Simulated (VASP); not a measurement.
# Ca (Pm-3m) in VASP: single point with PBE

Aim: the single point of Ca with PBE.

All numbers are computed with VASP 6.6.1; they aren't measurements. Logs are shortened: lines on timing, memory, paths and dates and some standing lists are left out, and cuts for length are marked.

### 1 The cell of the first run

It takes space group Pm-3m (No. 221, cubic). The conventional cell has a = 3.538 Å, b = 3.538 Å, c = 3.538 Å, α = 90.00°, β = 90.00°, γ = 90.00°. Within 4.6 Å of Ca (site symmetry m-3m) lie 6 Ca at 3.54 Å.

This isn't the form of Ca at room conditions, which is fcc.

### 2 Single point, PBE

Contents of INCAR:

```
SYSTEM = Ca
  PREC = Accurate
  ENCUT = 520
  EDIFF = 1E-7
  ISMEAR = -1
  SIGMA = 0.13605693000000002
  LREAL = .False.
  LASPH = .True.
  NELM = 80
  ALGO = Normal
  ISIF = 2
  LWAVE = .False.
  LCHARG = .False.
  GGA = PE
  NBANDS = 11
```

Contents of KPOINTS:

```
regular mesh
0
Gamma
  9 9 9
  0 0 0
```

Contents of POSCAR:

```
Ca
1.0
    3.5381406815      0.0000000000      0.0000000000
    0.0000000000      3.5381406815      0.0000000000
    0.0000000000      0.0000000000      3.5381406815
Ca
1
Direct
    0.0000000000      0.0000000000      0.0000000000
```

Potentials or basis: VASP PAW PBE potentials, release 64 (Ca_sv).

On the command line:

```sh
$ cat potpaw_PBE.64/Ca_sv/POTCAR > POTCAR
$ mpirun -np 1 vasp_std > vasp.out
```

OUTCAR:

```text
SYSTEM = Ca
   PREC = Accurate
   ENCUT = 520
   EDIFF = 1E-7
   ISMEAR = -1
   LREAL = .False.
   LASPH = .True.
   NELM = 80
   ISIF = 2
   GGA = PE

 ion  position               nearest neighbor table
   1  0.000  0.000  0.000-

  LATTYP: Found a simple cubic cell.
 ALAT       =     3.5381406815

  Lattice vectors:

 A1 = (   3.5381406815,   0.0000000000,   0.0000000000)
 A2 = (   0.0000000000,   3.5381406815,   0.0000000000)
 A3 = (   0.0000000000,   0.0000000000,   3.5381406815)

Analysis of symmetry for initial positions (statically):
=====================================================================
 Subroutine PRICEL returns:
 Original cell was already a primitive cell.

 Routine SETGRP: Setting up the symmetry group for a
 simple cubic supercell.

 Subroutine GETGRP returns: Found 48 space group operations
 (whereof 48 operations were pure point group operations)
 out of a pool of 48 trial point group operations.

The static configuration has the point symmetry O_h .

Analysis of symmetry for dynamics (positions and initial velocities):
=====================================================================
 Subroutine PRICEL returns:
 Original cell was already a primitive cell.

 Routine SETGRP: Setting up the symmetry group for a
 simple cubic supercell.

 Subroutine GETGRP returns: Found 48 space group operations
 (whereof 48 operations were pure point group operations)
 out of a pool of 48 trial point group operations.

The dynamic configuration has the point symmetry O_h .

 Subroutine INISYM returns: Found 48 space group operations
 (whereof 48 operations are pure point group operations),
 and found     1 'primitive' translations

----------------------------------------------------------------------------------------

                                     Primitive cell

  volume of cell :      44.2920

  direct lattice vectors                    reciprocal lattice vectors
     3.538140681  0.000000000  0.000000000     0.282634324  0.000000000  0.000000000
     0.000000000  3.538140681  0.000000000     0.000000000  0.282634324  0.000000000
     0.000000000  0.000000000  3.538140681     0.000000000  0.000000000  0.282634324

  length of vectors
     3.538140681  3.538140681  3.538140681     0.282634324  0.282634324  0.282634324

[... 82 lines left out ...]
   IBRION =     -1    ionic relax: 0-MD 1-quasi-New 2-CG
   NFREE  =      0    steps in history (QN), initial steepest desc. (CG)
   ISIF   =      2    stress and relaxation
   ISYM   =      2    0-nonsym 1-usesym 2-fastsym
   POTIM  = 0.5000    time-step for ionic-motion
   TEBEG  =    0.0;   TEEND  =   0.0 temperature during run
   PSTRESS=    0.0 pullay stress
   NELECT =      10.0000    total number of electrons
   NUPDOWN=      -1.0000    fix difference up-down
   EMIN   =  10.00;   EMAX   =-10.00  energy-range for DOS
   EFERMI =   0.00;   METHOD = LEGACY
   ISMEAR =    -1;   SIGMA  =   0.14  broadening in eV -4-tet -1-fermi 0-gaus
   EFERMI_NEDOS =   21; number of points for ismear=-14 and -15
   IALGO  =     38    algorithm
   IMIX   =      4    mixing-type and parameters
     AMIX     =   0.40;   BMIX     =  1.00
     AMIX_MAG =   1.60;   BMIX_MAG =  1.00
  volume/ion in A,a.u.               =      44.29       298.90
  Fermi-wavevector in a.u.,A,eV,Ry     =   0.996857  1.883787 13.520447  0.993725
  Thomas-Fermi vector in A             =   2.128974
   LORBIT       =      0    0 simple, 1 ext, 2 COOP (PROOUT), +10 PAW based schemes
   GGA     = PE    functional components
   LHFCALC =     F    Hartree Fock is set to
   AEXX    =    0.0000 exact exchange contribution
   IVDW    =     0    specifies the selected vdW correction
   LEPSILON=     F    determine dielectric tensor
   LRPA    =     F    only Hartree local field effects (RPA)
 non-spin polarized calculation
  energy-cutoff  :      520.00
  volume of cell :       44.29
 maximum number of plane-waves:      1213
 NGX is ok and might be reduce to    28
   NGX = 13   NGY = 13   NGZ = 13

 number of electron      10.0000000 magnetization

 number of electron       9.9999997 magnetization

 Free energy of the ion-electron system (eV)
  ---------------------------------------------------
  ext. energy  EPLUGINS =         0.00000000
  ---------------------------------------------------
  free energy    TOTEN  =        -1.56626871 eV

  energy without entropy =       -1.49520446  energy(sigma->0) =       -1.53073659

 E-fermi :   1.6969     XC(G=0):  -7.5624

 val. band max:        1.6878150438   @ k =   0.4444   0.2222   0.0000
 cond. band min:       1.7981306191   @ k =   0.4444   0.3333   0.3333
 fundamental gap:      0.1103155753
 Fermi energy:         1.6969169893

 k-point     1 :       0.0000    0.0000    0.0000
  band No.  band energies     occupation
      1     -40.5563      2.00000
      2     -21.4520      2.00000
      3     -21.4520      2.00000
      4     -21.4520      2.00000
      5      -2.1216      2.00000
      6       2.5230      0.00461
      7       2.5230      0.00461
      8       5.6973      0.00000
      9       5.6973      0.00000
     10       5.6973      0.00000
     11      10.1110      0.00000
[... 309 lines left out ...]
 k-point    24 :       0.4444    0.3333    0.1111
  band No.  band energies     occupation
      1     -40.5264      2.00000
      2     -21.6201      2.00000
      3     -21.5743      2.00000
      4     -21.4455      2.00000
      5       1.2528      1.92637
      6       2.2063      0.04623
      7       3.5721      0.00000
      8       3.8174      0.00000
      9       4.9045      0.00000
     10       5.0381      0.00000
     11       6.8351      0.00000

 [... further k-points ...]

------------------------ aborting loop because EDIFF is reached ----------------------------------------

  FORCE on cell =-STRESS in cart. coord.  units (eV):
  Direction    XX          YY          ZZ          XY          YZ          ZX
  --------------------------------------------------------------------------------------
  -------------------------------------------------------------------------------------
  Total       -0.0013159     -0.0013159     -0.0013159     -0.0000000      0.0000000      0.0000000
  in kB       -0.0476010     -0.0476010     -0.0476010     -0.0000000      0.0000000      0.0000000
  external PRESSURE =      -0.0476010 kB  Pullay stress =       0.0000000 kB

 VOLUME and BASIS-vectors are now :
 -----------------------------------------------------------------------------
  energy-cutoff  :      520.00
  volume of cell :       44.29
      direct lattice vectors                 reciprocal lattice vectors
     3.538140681  0.000000000  0.000000000     0.282634324  0.000000000  0.000000000
     0.000000000  3.538140681  0.000000000     0.000000000  0.282634324  0.000000000
     0.000000000  0.000000000  3.538140681     0.000000000  0.000000000  0.282634324

 POSITION                                       TOTAL-FORCE (eV/Angst)
 -----------------------------------------------------------------------------------
      0.00000      0.00000      0.00000         0.000000      0.000000      0.000000
 -----------------------------------------------------------------------------------
    total drift:                               -0.000000     -0.000000     -0.000000

  FREE ENERGIE OF THE ION-ELECTRON SYSTEM (eV)
  ---------------------------------------------------
  free  energy   TOTEN  =        -1.5662687137 eV

  energy  without entropy=       -1.4952044586  energy(sigma->0) =       -1.53073659
```

stdout:

```text
POSCAR found type information on POSCAR Ca
 POSCAR found :  1 types and       1 ions
 scaLAPACK will be used
 LDA part: xc-table for (Slater+PW92), standard interpolation
 POSCAR, INCAR and KPOINTS ok, starting setup
 FFT: planning ... GRIDC
 FFT: planning ... GRID_SOFT
 FFT: planning ... GRID
 WAVECAR not read
 entering main loop
```

It took 28 s on 1 thread of Intel Xeon 8259CL, shared host; peak memory 0.16 GiB.

Results:

| Item | Value |
| --- | --- |
| Free energy | -1.5663 eV |
| Pressure | 0.0 GPa |
| Band gap on the k mesh | zero (bands 5 and 6 overlap by 0.82 eV) |

Levels at points of the mesh, in eV from the Fermi level:
| k point | band 2 | band 3 | band 4 | band 5 | band 6 | band 7 | band 8 | band 9 |
| --- | --- | --- | --- | --- | --- | --- | --- | --- |
| (0.00, 0.00, 0.00) | -23.15 | -23.15 | -23.15 | -3.82 | 0.83 | 0.83 | 4.00 | 4.00 |
